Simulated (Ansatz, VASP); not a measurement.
Two plane-wave programs on AlN

The input INCAR:

```
  PREC = Accurate
  ENCUT = 520
  EDIFF = 1E-6
  ISMEAR = 0
  SIGMA = 0.01
  LREAL = False
  LASPH = True
  NELM = 80
  ALGO = Normal
  ISIF = 2
  LWAVE = False
  LCHARG = True
  GGA = PE
  LELF = True
  LVHAR = True
  NBANDS = 16
```

KPOINTS

```
Automatic mesh
0
Gamma
  9 9 6
```

POSCAR

```
AlN
1.0
    3.2468075315      0.0000000000      0.0000000000
   -1.6234037657      2.8118178035      0.0000000000
    0.0000000000      0.0000000000      4.1007697596
Al N
2 2
Direct
    0.3333333333      0.6666666667      0.2500000000
    0.6666666667      0.3333333333      0.7500000000
    0.6666666667      0.3333333333      0.2500000000
    0.3333333333      0.6666666667      0.7500000000
```

Input for Ansatz:

```yaml
crystal:
  lattice:
    - [3.2468075315, 0.0, 0.0]
    - [-1.6234037657, 2.8118178035, 0.0]
    - [0.0, 0.0, 4.1007697596]
  atoms:
    - { symbol: Al, position: [0.3333333333, 0.6666666667, 0.25] }
    - { symbol: Al, position: [0.6666666667, 0.3333333333, 0.75] }
    - { symbol: "N", position: [0.6666666667, 0.3333333333, 0.25] }
    - { symbol: "N", position: [0.3333333333, 0.6666666667, 0.75] }
kpoints:
  mp_grid: { grid: [9, 9, 6] }
hamiltonian:
  xc: pbe
scf:
  occupations: { method: fixed }
  n_extra_bands: 5
output:
  forces: true
  stress: true
  eigenvalues: true
```

Alike in both runs: task single point; functional PBE; k mesh 9 × 9 × 6; no spin polarisation.

```csv
,VASP,Ansatz
version,VASP 6.6.1,Ansatz 0.2.0
potentials or method,"VASP PAW PBE potentials, release 64 (Al, N)","plane waves, PAW"
plane-wave cutoff (eV),520,420
occupations,"gaussian, width 0.01 eV",fixed
valence electrons in the cell,16,16
```

|  | VASP | Ansatz | Ansatz less VASP |
| --- | --- | --- | --- |
| gap on the k mesh at the Fermi level (eV) | 3.73 | 3.72 | -0.013 |
| pressure (GPa) | 14.2 | 14.5 | +0.27 |
| traceless stress, the component that is largest in VASP (GPa) | -1.71 | -1.84 | -0.135 |
